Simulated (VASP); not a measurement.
# Ag in VASP: a series of runs, part 3 of 3

VASP 6.6.1. The steps go on from the part before.

### 4 Single point, PBEsol (strain +0.080 along x and y, +0.040 along z)

File INCAR:

```
SYSTEM = Ag
PREC = Accurate
ENCUT = 520
EDIFF = 1E-6
ISMEAR = 0
SIGMA = 0.15
LREAL = .FALSE.
LASPH = .TRUE.
NELM = 60
ALGO = Fast
ISIF = 2
LWAVE = .FALSE.
LCHARG = .FALSE.
GGA = PS
NBANDS = 12
```

File KPOINTS:

```
Automatic mesh
0
G
  20 20 20
  0 0 0
```

File POSCAR:

```
Ag
1.0
    0.0000000000      2.2065480000      2.1248240000
    2.2065480000      0.0000000000      2.1248240000
    2.2065480000      2.2065480000      0.0000000000
Ag
1
Direct
    0.0000000000      0.0000000000      0.0000000000
```

Potentials or basis: VASP PAW PBE potentials, release 64 (Ag).

Launch:

```bash
$ cat potpaw_PBE.64/Ag/POTCAR > POTCAR
$ mpirun -np 1 vasp_std > vasp.out
```

OUTCAR:

```text
SYSTEM = Ag
   PREC = Accurate
   ENCUT = 520
   EDIFF = 1E-6
   ISMEAR = 0
   LREAL = .FALSE.
   LASPH = .TRUE.
   NELM = 60
   ISIF = 2
   GGA = PS

 ion  position               nearest neighbor table
   1  0.000  0.000  0.000-

  LATTYP: Found a body centered tetragonal cell.
 ALAT       =     3.1205301076
 C/A-ratio  =     1.3618352823

  Lattice vectors:

 A1 = (   0.0000000000,  -2.2065480000,  -2.1248240000)
 A2 = (   0.0000000000,   2.2065480000,  -2.1248240000)
 A3 = (   2.2065480000,   0.0000000000,   2.1248240000)

Analysis of symmetry for initial positions (statically):
=====================================================================
 Subroutine PRICEL returns:
 Original cell was already a primitive cell.

 Routine SETGRP: Setting up the symmetry group for a
 body centered tetragonal supercell.

 Subroutine GETGRP returns: Found 16 space group operations
 (whereof 16 operations were pure point group operations)
 out of a pool of 16 trial point group operations.

The static configuration has the point symmetry D_4h.

Analysis of symmetry for dynamics (positions and initial velocities):
=====================================================================
 Subroutine PRICEL returns:
 Original cell was already a primitive cell.

 Routine SETGRP: Setting up the symmetry group for a
 body centered tetragonal supercell.

 Subroutine GETGRP returns: Found 16 space group operations
 (whereof 16 operations were pure point group operations)
 out of a pool of 16 trial point group operations.

The dynamic configuration has the point symmetry D_4h.

 Subroutine INISYM returns: Found 16 space group operations
 (whereof 16 operations are pure point group operations),
 and found     1 'primitive' translations

----------------------------------------------------------------------------------------

                                     Primitive cell

  volume of cell :      20.6909
[... 113 lines left out ...]
   LHFCALC =     F    Hartree Fock is set to
   AEXX    =    0.0000 exact exchange contribution
   IVDW    =     0    specifies the selected vdW correction
   LEPSILON=     F    determine dielectric tensor
   LRPA    =     F    only Hartree local field effects (RPA)
 non-spin polarized calculation
 RMM-DIIS sequential band-by-band and
 Gauss-broadening in eV      SIGMA  =   0.15
  energy-cutoff  :      520.00
  volume of cell :       20.69
 maximum number of plane-waves:       572
   NGX = 11   NGY = 11   NGZ = 11

 number of electron      11.0000001 magnetization

 Free energy of the ion-electron system (eV)
  ---------------------------------------------------
  ext. energy  EPLUGINS =         0.00000000
  ---------------------------------------------------
  free energy    TOTEN  =        -3.08813161 eV

  energy without entropy =       -3.08517426  energy(sigma->0) =       -3.08665294

 E-fermi :   5.8359     XC(G=0): -11.2947

 val. band max:        5.8310303624   @ k =  -0.1500   0.3500   0.2500
 cond. band min:       5.8522060201   @ k =   0.4500   0.0000   0.3500
 fundamental gap:      0.0211756577
 Fermi energy:         5.8359085816

 k-point     1 :       0.0000    0.0000    0.0000
  band No.  band energies     occupation
      1      -0.6887      2.00000
      2       1.6043      2.00000
      3       1.6043      2.00000
      4       1.7735      2.00000
      5       2.3081      2.00000
      6       2.4798      2.00000
      7      21.2871      0.00000
      8      23.6377      0.00000
      9      23.6377      0.00000
     10      23.8575      0.00000
     11      28.0795      0.00000
     12      28.1257      0.00000
[... 331 lines left out ...]
 k-point    24 :      -0.3500    0.0500    0.0000
  band No.  band energies     occupation
      1       0.6109      2.00000
      2       1.6557      2.00000
      3       1.7822      2.00000
      4       2.6816      2.00000
      5       2.7355      2.00000
      6       3.8084      2.00000
      7      11.6246      0.00000
      8      20.7639      0.00000
      9      21.4662      0.00000
     10      22.2750      0.00000
     11      25.7170      0.00000
     12      26.3834      0.00000

 [... further k-points ...]

------------------------ aborting loop because EDIFF is reached ----------------------------------------

  FORCE on cell =-STRESS in cart. coord.  units (eV):
  Direction    XX          YY          ZZ          XY          YZ          ZX
  --------------------------------------------------------------------------------------
  -------------------------------------------------------------------------------------
  Total       -1.8070949     -1.8070949     -1.7243015      0.0000000     -0.0000000      0.0000000
  in kB     -139.9303172   -139.9303172   -133.5193069      0.0000000     -0.0000000      0.0000000
  external PRESSURE =    -137.7933138 kB  Pullay stress =       0.0000000 kB

 VOLUME and BASIS-vectors are now :
 -----------------------------------------------------------------------------
  energy-cutoff  :      520.00
  volume of cell :       20.69
      direct lattice vectors                 reciprocal lattice vectors
     0.000000000  2.206548000  2.124824000    -0.226598288  0.226598288  0.235313607
     2.206548000  0.000000000  2.124824000     0.226598288 -0.226598288  0.235313607
     2.206548000  2.206548000  0.000000000     0.226598288  0.226598288 -0.235313607

 POSITION                                       TOTAL-FORCE (eV/Angst)
 -----------------------------------------------------------------------------------
      0.00000      0.00000      0.00000         0.000000      0.000000      0.000000
 -----------------------------------------------------------------------------------
    total drift:                               -0.000000     -0.000000      0.000000

  FREE ENERGIE OF THE ION-ELECTRON SYSTEM (eV)
  ---------------------------------------------------
  free  energy   TOTEN  =        -3.0881316128 eV

  energy  without entropy=       -3.0851742635  energy(sigma->0) =       -3.08665294
```

OSZICAR:

```text
N       E                     dE             d eps       ncg     rms          rms(c)
DAV:   1     0.506042873326E+02    0.50604E+02   -0.53358E+03 15624   0.804E+02
DAV:   2    -0.254063035069E+01   -0.53145E+02   -0.49993E+02 17648   0.184E+02
DAV:   3    -0.335593644812E+01   -0.81531E+00   -0.81476E+00 18192   0.246E+01
DAV:   4    -0.335847008148E+01   -0.25336E-02   -0.25335E-02 17732   0.144E+00
DAV:   5    -0.335849284944E+01   -0.22768E-04   -0.22768E-04 18196   0.126E-01    0.359E+00
RMM:   6    -0.309364629932E+01    0.26485E+00   -0.49510E-01 15449   0.618E+00    0.224E+00
RMM:   7    -0.309026697281E+01    0.33793E-02   -0.63453E-03 16845   0.885E-01    0.138E+00
RMM:   8    -0.308814024907E+01    0.21267E-02   -0.42264E-04 17525   0.216E-01    0.147E-01
RMM:   9    -0.308813071472E+01    0.95343E-05   -0.61537E-05 18123   0.670E-02    0.410E-02
RMM:  10    -0.308813120427E+01   -0.48955E-06   -0.11400E-05 17874   0.290E-02    0.633E-03
RMM:  11    -0.308813161284E+01   -0.40857E-06   -0.28446E-06 14877   0.113E-02
   1 F= -.30881316E+01 E0= -.30866529E+01  d E =-.295735E-02
```

stdout:

```text
POSCAR found type information on POSCAR Ag
 POSCAR found :  1 types and       1 ions
 scaLAPACK will be used
 -----------------------------------------------------------------------------
|                                                                             |
|                                                                             |
|     You enforced a specific xc type in the INCAR file but a different       |
|     I HOPE YOU KNOW WHAT YOU ARE DOING!                                     |
|                                                                             |
 -----------------------------------------------------------------------------

 LDA part: xc-table for (Slater+PW92), standard interpolation
 POSCAR, INCAR and KPOINTS ok, starting setup
 FFT: planning ... GRIDC
 FFT: planning ... GRID_SOFT
 FFT: planning ... GRID
 WAVECAR not read
 entering main loop
```

Run time: 81 s. Hardware: 1 thread of Intel Xeon Platinum 8375C at 2.90GHz (Ice Lake), shared host; peak memory 0.26 GiB.

Results:

- Free energy: -3.0881 eV
- Pressure: -13.8 GPa
- Band gap on the k mesh: zero (an odd number of electrons rules out a gap without spin polarisation)

Levels at points of the mesh, in eV from the Fermi level:
```csv
k point,band 2,band 3,band 4,band 5,band 6,band 7,band 8,band 9,band 10,band 11
"(0.00, 0.00, 0.00)",-4.23,-4.23,-4.06,-3.53,-3.36,15.45,17.80,17.80,18.02,22.24
"(0.50, 0.00, 0.00)",-4.27,-4.10,-2.91,-2.83,0.03,2.63,14.52,15.42,16.41,19.86
"(0.50, 0.50, 0.00)",-5.24,-2.90,-2.71,-2.71,2.09,5.88,9.23,9.23,14.44,14.64
"(0.50, 0.00, 0.50)",-5.25,-2.90,-2.79,-2.67,1.53,5.06,9.83,9.87,15.10,15.22
```

Caveat: the cell differs from its parent crystal (strain +0.080 along x and y, +0.040 along z); the cell stands under tension; the PAW data sets were made with another functional, which shifts forces and pressure a little.

### 5 Overview

| cell | gap on the mesh (eV) | pressure (GPa) |
| --- | --- | --- |
| a = 2.774 Å, angles 60.0°, 1 atom | none | 15.2 |
| a = 3.005 Å, angles 60.0°, 1 atom | none | -11.3 |
| a = 3.063, b = 3.063, c = 3.121 Å, angles 59.4, 59.4, 61.2°, 1 atom | none | -13.8 |

Alike in all rows: task single point; level PBEsol; potentials or basis VASP PAW PBE potentials, release 64 (Ag); no spin polarisation; k mesh 20 × 20 × 20; cutoff (eV) 520; smearing gaussian 0.15 eV.

Caveats: the PAW data sets were made with another functional, which shifts forces and pressure a little; the cell stands under tension (at least some runs); the cell stands under pressure (at least some runs).

Total energies depend on the potentials used, so only differences within one code and one set of settings carry meaning.
